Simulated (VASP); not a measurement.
# LiPb (Pm-3m) in VASP: further runs

The runs below take LiPb through vibrations by perturbation theory, elastic constants, with LDA.

Program: VASP 6.6.1. These are calculated values, not measurements. Logs are shortened: lines on timing, memory, paths and dates and some standing lists are left out, and cuts for length are marked.

## 1. The cell of the first run

It takes space group Pm-3m (No. 221, cubic). The conventional cell has a = 3.466 Å, b = 3.466 Å, c = 3.466 Å, α = 90.00°, β = 90.00°, γ = 90.00°. Li (site symmetry m-3m) has 8 Pb at 3.00 Å and 6 Li at 3.47 Å within 4.0 Å. Pb (site symmetry m-3m) has 8 Li at 3.00 Å and 6 Pb at 3.47 Å within 4.0 Å.

## 2. Vibrations by perturbation theory, LDA

File INCAR:

```
PREC     = Accurate       # precision mode
ENCUT    = 520            # plane-wave cutoff, eV
EDIFF    = 1E-8           # SCF threshold, eV
ISMEAR   = -1             # smearing method
SIGMA    = 0.15           # smearing width, eV
LREAL    = False          # projectors in reciprocal space
LASPH    = True           # aspherical terms in the spheres
NELM     = 100            # most SCF steps
ALGO     = Normal         # electronic algorithm
ISIF     = 2              # what is computed and relaxed
LWAVE    = False          # write WAVECAR
LCHARG   = False          # write CHGCAR
GGA      = CA             # functional
IBRION   = 8              # ionic algorithm
NSW      = 1              # ionic steps
```

File KPOINTS:

```
Automatic mesh
0
Gamma
  12 12 12
```

File POSCAR:

```
LiPb
1.0
    3.4657369881      0.0000000000      0.0000000000
    0.0000000000      3.4657369881      0.0000000000
    0.0000000000      0.0000000000      3.4657369881
Li Pb
1 1
Direct
    0.5000000000      0.5000000000      0.5000000000
    0.0000000000      0.0000000000      0.0000000000
```

Potentials or basis: VASP PAW LDA potentials, release 64 (Li_sv, Pb_d).

Launch:

```
> cat potpaw_LDA.64/Li_sv/POTCAR potpaw_LDA.64/Pb_d/POTCAR > POTCAR
> mpirun -np 1 vasp_std > vasp.out
```

OUTCAR:

```text
PREC = Accurate
   ENCUT = 520
   EDIFF = 1E-8
   ISMEAR = -1
   LREAL = False
   LASPH = True
   NELM = 100
   ISIF = 2
   GGA = CA
   IBRION = 8
   NSW = 1

 ion  position               nearest neighbor table
   1  0.500  0.500  0.500-   2 3.00   2 3.00   2 3.00   2 3.00   2 3.00   2 3.00   2 3.00   2 3.00

   2  0.000  0.000  0.000-   1 3.00   1 3.00   1 3.00   1 3.00   1 3.00   1 3.00   1 3.00   1 3.00

  LATTYP: Found a simple cubic cell.
 ALAT       =     3.4657369881

  Lattice vectors:

 A1 = (   3.4657369881,   0.0000000000,   0.0000000000)
 A2 = (   0.0000000000,   3.4657369881,   0.0000000000)
 A3 = (   0.0000000000,   0.0000000000,   3.4657369881)

Analysis of symmetry for initial positions (statically):
=====================================================================
 Subroutine PRICEL returns:
 Original cell was already a primitive cell.

 Routine SETGRP: Setting up the symmetry group for a
 simple cubic supercell.

 Subroutine GETGRP returns: Found 48 space group operations
 (whereof 48 operations were pure point group operations)
 out of a pool of 48 trial point group operations.

The static configuration has the point symmetry O_h .

Analysis of symmetry for dynamics (positions and initial velocities):
=====================================================================
 Subroutine PRICEL returns:
 Original cell was already a primitive cell.

 Routine SETGRP: Setting up the symmetry group for a
 simple cubic supercell.

 Subroutine GETGRP returns: Found 48 space group operations
 (whereof 48 operations were pure point group operations)
 out of a pool of 48 trial point group operations.

The dynamic configuration has the point symmetry O_h .

 Subroutine INISYM returns: Found 48 space group operations
 (whereof 48 operations are pure point group operations),
 and found     1 'primitive' translations

----------------------------------------------------------------------------------------

                                     Primitive cell

  volume of cell :      41.6281

  direct lattice vectors                    reciprocal lattice vectors
     3.465736988  0.000000000  0.000000000     0.288538918  0.000000000  0.000000000
     0.000000000  3.465736988  0.000000000     0.000000000  0.288538918  0.000000000
     0.000000000  0.000000000  3.465736988     0.000000000  0.000000000  0.288538918

  length of vectors
     3.465736988  3.465736988  3.465736988     0.288538918  0.288538918  0.288538918

  position of ions in fractional coordinates (direct lattice)
     0.500000000  0.500000000  0.500000000
     0.000000000  0.000000000  0.000000000

  ion indices of the primitive-cell ions
   primitive index   ion index
                 1           1
                 2           2

----------------------------------------------------------------------------------------

 KPOINTS: Automatic mesh

Automatic generation of k-mesh.
 Grid dimensions read from file:
 generate k-points for:   12   12   12

 Generating k-lattice:

  Cartesian coordinates                     Fractional coordinates (reciprocal lattice)
     0.024044910  0.000000000  0.000000000     0.083333333  0.000000000  0.000000000
     0.000000000  0.024044910  0.000000000     0.000000000  0.083333333  0.000000000
     0.000000000  0.000000000  0.024044910     0.000000000  0.000000000  0.083333333

  Length of vectors
     0.024044910  0.024044910  0.024044910

  Shift w.r.t. Gamma in fractional coordinates (k-lattice)
     0.000000000  0.000000000  0.000000000

 Subroutine IBZKPT returns following result:
 ===========================================

 Found     84 irreducible k-points:

 Following reciprocal coordinates:
            Coordinates               Weight
  0.000000  0.000000  0.000000      1.000000
  0.083333  0.000000  0.000000      6.000000
  0.166667  0.000000  0.000000      6.000000
  0.250000  0.000000  0.000000      6.000000
  0.333333  0.000000  0.000000      6.000000
  0.416667  0.000000  0.000000      6.000000
[... 16 lines left out ...]
  0.333333  0.333333  0.000000     12.000000
  0.416667  0.333333  0.000000     24.000000
 [... further k-points ...]
   k-points           NKPTS =     84   k-points in BZ     NKDIM =     84   number of bands    NBANDS=     12
   number of dos      NEDOS =    301   number of ions     NIONS =      2
[... 26 lines left out ...]
   PSTRESS=    0.0 pullay stress
   NELECT =      17.0000    total number of electrons
   NUPDOWN=      -1.0000    fix difference up-down
   EMIN   =  10.00;   EMAX   =-10.00  energy-range for DOS
   EFERMI =   0.00;   METHOD = LEGACY
   ISMEAR =    -1;   SIGMA  =   0.15  broadening in eV -4-tet -1-fermi 0-gaus
   EFERMI_NEDOS =   21; number of points for ismear=-14 and -15
   IALGO  =     38    algorithm
   IMIX   =      4    mixing-type and parameters
     AMIX     =   0.40;   BMIX     =  1.00
     AMIX_MAG =   1.60;   BMIX_MAG =  1.00
  volume/ion in A,a.u.               =      20.81       140.46
  Fermi-wavevector in a.u.,A,eV,Ry     =   1.214588  2.295238 20.071630  1.475223
  Thomas-Fermi vector in A             =   2.350003
   LORBIT       =      0    0 simple, 1 ext, 2 COOP (PROOUT), +10 PAW based schemes
   GGA     = CA    functional components
   LHFCALC =     F    Hartree Fock is set to
   AEXX    =    0.0000 exact exchange contribution
   IVDW    =     0    specifies the selected vdW correction
   LEPSILON=     F    determine dielectric tensor
   LRPA    =     F    only Hartree local field effects (RPA)
 non-spin polarized calculation
  energy-cutoff  :      520.00
  volume of cell :       41.63
 maximum number of plane-waves:      1141
 NGX is ok and might be reduce to    28
   NGX = 13   NGY = 13   NGZ = 13

--------------------------------------- Ionic step        1  -------------------------------------------

 number of electron      17.0000004 magnetization

 Free energy of the ion-electron system (eV)
  ---------------------------------------------------
  ext. energy  EPLUGINS =         0.00000000
  ---------------------------------------------------
  free energy    TOTEN  =        -6.97865607 eV

  energy without entropy =       -6.92367297  energy(sigma->0) =       -6.95116452

 E-fermi :   5.9731     XC(G=0):  -9.9605

 val. band max:        5.9396393602   @ k =   0.1667   0.0000   0.0000
 cond. band min:       5.9899875001   @ k =   0.5000   0.2500   0.0000
 fundamental gap:      0.0503481399
 Fermi energy:         5.9730532045

 k-point     1 :       0.0000    0.0000    0.0000
  band No.  band energies     occupation
      1     -39.7474      2.00000
      2     -10.9742      2.00000
      3     -10.9742      2.00000
      4     -10.6727      2.00000
      5     -10.6727      2.00000
      6     -10.6727      2.00000
      7      -4.8928      2.00000
      8       8.2420      0.00000
      9       8.2420      0.00000
     10       8.2420      0.00000
     11      12.0217      0.00000
     12      12.6561      0.00000
[... 331 lines left out ...]
 k-point    24 :       0.4167    0.3333    0.0000
  band No.  band energies     occupation
      1     -39.7443      2.00000
      2     -10.8568      2.00000
      3     -10.8518      2.00000
      4     -10.7516      2.00000
      5     -10.7327      2.00000
      6     -10.6040      2.00000
      7      -2.2783      2.00000
      8       2.9894      2.00000
      9       4.3838      1.99995
     10       9.4382      0.00000
     11      11.8023      0.00000
     12      14.3716      0.00000

 [... further k-points ...]

------------------------ aborting loop because EDIFF is reached ----------------------------------------

  FORCE on cell =-STRESS in cart. coord.  units (eV):
  Direction    XX          YY          ZZ          XY          YZ          ZX
  --------------------------------------------------------------------------------------
  -------------------------------------------------------------------------------------
  Total       -0.0004341     -0.0004341     -0.0004341      0.0000000      0.0000000      0.0000000
  in kB       -0.0167087     -0.0167087     -0.0167087      0.0000000      0.0000000      0.0000000
  external PRESSURE =      -0.0167087 kB  Pullay stress =       0.0000000 kB

 VOLUME and BASIS-vectors are now :
 -----------------------------------------------------------------------------
  energy-cutoff  :      520.00
  volume of cell :       41.63
      direct lattice vectors                 reciprocal lattice vectors
     3.465736988  0.000000000  0.000000000     0.288538918  0.000000000  0.000000000
     0.000000000  3.465736988  0.000000000     0.000000000  0.288538918  0.000000000
     0.000000000  0.000000000  3.465736988     0.000000000  0.000000000  0.288538918

 POSITION                                       TOTAL-FORCE (eV/Angst)
 -----------------------------------------------------------------------------------
      1.73287      1.73287      1.73287         0.000000      0.000000      0.000000
      0.00000      0.00000      0.00000         0.000000      0.000000      0.000000
 -----------------------------------------------------------------------------------
    total drift:                                0.000000      0.000000      0.000000

  FREE ENERGIE OF THE ION-ELECTRON SYSTEM (eV)
  ---------------------------------------------------
  free  energy   TOTEN  =        -6.9786560678 eV

  energy  without entropy=       -6.9236729735  energy(sigma->0) =       -6.95116452

[... ionic steps 2 to 3 ...]

--------------------------------------- Ionic step        4  -------------------------------------------

------------------------ aborting loop because EDIFF is reached ----------------------------------------

[... ionic steps 5 to 6 ...]

--------------------------------------- Ionic step        7  -------------------------------------------

 Free energy of the ion-electron system (eV)
  ---------------------------------------------------
  ---------------------------------------------------
  free energy    TOTEN  =        -0.33048670 eV

  energy without entropy =       -0.33048670

------------------------ aborting loop because EDIFF is reached ----------------------------------------

 INTERNAL STRAIN TENSOR  FOR ION    2  DIRECTION 1   (eV/Angst):
 -----------------------------------------------------------------------------
    -0.00881 -0.00000 -0.00000
    -0.00000  0.00164 -0.00000
     0.00000 -0.00000  0.00164

 INTERNAL STRAIN TENSOR FOR ION    2 for displacements in x,y,z  (eV/Angst):
          X           Y           Z          XY          YZ          ZX
  --------------------------------------------------------------------------------
  x     0.00000     0.00000     0.00000     0.00000     0.00000     0.00000
  y     0.00000     0.00000     0.00000     0.00000     0.00000     0.00000
  z     0.00000     0.00000     0.00000     0.00000     0.00000     0.00000

 SECOND DERIVATIVES (NOT SYMMETRIZED)
 ------------------------------------
               1X          1Y          1Z          2X          2Y          2Z
  1X    -1.707484   -0.000000    0.000000    1.707484    0.000000   -0.000000
  1Y    -0.000000   -1.707484    0.000000    0.000000    1.707484   -0.000000
  1Z     0.000000    0.000000   -1.707484   -0.000000   -0.000000    1.707484
  2X     1.649717    0.000000   -0.000000   -1.649717   -0.000000    0.000000
  2Y     0.000000    1.649717   -0.000000   -0.000000   -1.649717    0.000000
  2Z     0.000000    0.000000    1.649717    0.000000   -0.000000   -1.649717

 Eigenvectors and eigenvalues of the dynamical matrix
 ----------------------------------------------------

   1 f  =    7.840728 THz    49.264750 2PiTHz  261.538549 cm-1    32.426633 meV
             X         Y         Z           dx          dy          dz
      1.732868  1.732868  1.732868     0.984042    0.000000    0.000000
      0.000000  0.000000  0.000000    -0.177936   -0.000000    0.000000
[... 21 lines left out ...]
   6 f/i=    0.023623 THz     0.148428 2PiTHz    0.787979 cm-1     0.097697 meV
             X         Y         Z           dx          dy          dz
      1.732868  1.732868  1.732868    -0.162131    0.071816    0.014749
      0.000000  0.000000  0.000000    -0.896632    0.397162    0.081567

--------------------------------------------------------------------------------------------------------

 ELASTIC MODULI CONTR FROM IONIC RELAXATION (kBar)
 Direction    XX          YY          ZZ          XY          YZ          ZX
 --------------------------------------------------------------------------------
 XX           0.0000      0.0000      0.0000      0.0000      0.0000      0.0000
 YY           0.0000      0.0000      0.0000      0.0000      0.0000      0.0000
 ZZ           0.0000      0.0000      0.0000      0.0000      0.0000      0.0000
 XY           0.0000      0.0000      0.0000      0.0000      0.0000      0.0000
 YZ           0.0000      0.0000      0.0000      0.0000      0.0000      0.0000
 ZX           0.0000      0.0000      0.0000      0.0000      0.0000      0.0000
 --------------------------------------------------------------------------------
```

Run time: 7.4 min. Hardware: 1 thread of Oxide Virtual Turin-like, shared host; peak memory 0.33 GiB.

Results:

```yaml
Highest_phonon_frequency_at_Γ_LO-TO_splitting_left_out: 262 cm⁻¹
```

Phonon frequencies in cm⁻¹ (negative: imaginary):
| q point | frequencies |
| --- | --- |
| (0.000, 0.000, 0.000) | -1 -1 -1 262 262 262 |

Caveat: the cutoff is under 1.25 times the usual one of these potentials, so pressure, stress and relaxed cells hold a basis-set (Pulay) error; spin-orbit coupling is left out, which moves the levels of the heavy elements.

## 3. Elastic constants, LDA

This run uses another cell than the first one, of 18.52 Å³/atom, 0.890 times its volume.

File INCAR:

```
PREC = Accurate
ENCUT = 600
EDIFF = 1E-8
ISMEAR = -1
SIGMA = 0.15
LREAL = False
LASPH = True
NELM = 80
ALGO = Normal
ISIF = 3
LWAVE = False
LCHARG = False
GGA = CA
NBANDS = 16
IBRION = 6
NFREE = 2
POTIM = 0.015
NSW = 1
```

File KPOINTS:

```
regular mesh
0
Gamma
  12 12 12
```

File POSCAR:

```
LiPb
1.0
    3.3332072214      0.0000000000      0.0000000000
    0.0000000000      3.3332072214      0.0000000000
    0.0000000000      0.0000000000      3.3332072214
Li Pb
1 1
Direct
    0.5000000000      0.5000000000      0.5000000000
    0.0000000000      0.0000000000      0.0000000000
```

Potentials or basis: VASP PAW LDA potentials, release 64 (Li_sv, Pb_d).

Launch:

```
> cat potpaw_LDA.64/Li_sv/POTCAR potpaw_LDA.64/Pb_d/POTCAR > POTCAR
> mpirun -np 1 vasp_std > vasp.out
```

Wall time 23 min (1 thread of Oxide Virtual Turin-like, shared host); peak memory 0.59 GiB.

Results (log left out):

| Property | Result |
| --- | --- |
| Elastic constants C11, C12, C44 | 61, 58, 25 GPa |
| Voigt bulk modulus | 59 GPa |
| Highest phonon frequency at Γ, LO-TO splitting left out | 300 cm⁻¹ |

Phonon frequencies in cm⁻¹ (negative: imaginary):
```
              q point        frequencies
(0.000, 0.000, 0.000)  0 0 0 300 300 300
```

Elastic tensor in Voigt notation (GPa, in the Cartesian axes of the cell as first typed):
```
61 58 58  0  0  0
58 61 58  0  0  0
58 58 61  0  0  0
 0  0  0 25  0  0
 0  0  0  0 25  0
 0  0  0  0  0 25
```

Clamped-ion elastic tensor (GPa):
```
61 58 58  0  0  0
58 61 58  0  0  0
58 58 61  0  0  0
 0  0  0 25  0  0
 0  0  0  0 25  0
 0  0  0  0  0 25
```

Caveat: the cell is under stress, which shifts elastic constants; the cutoff is under 1.25 times the usual one of these potentials, so pressure, stress and relaxed cells hold a basis-set (Pulay) error; spin-orbit coupling is left out, which moves the levels of the heavy elements.
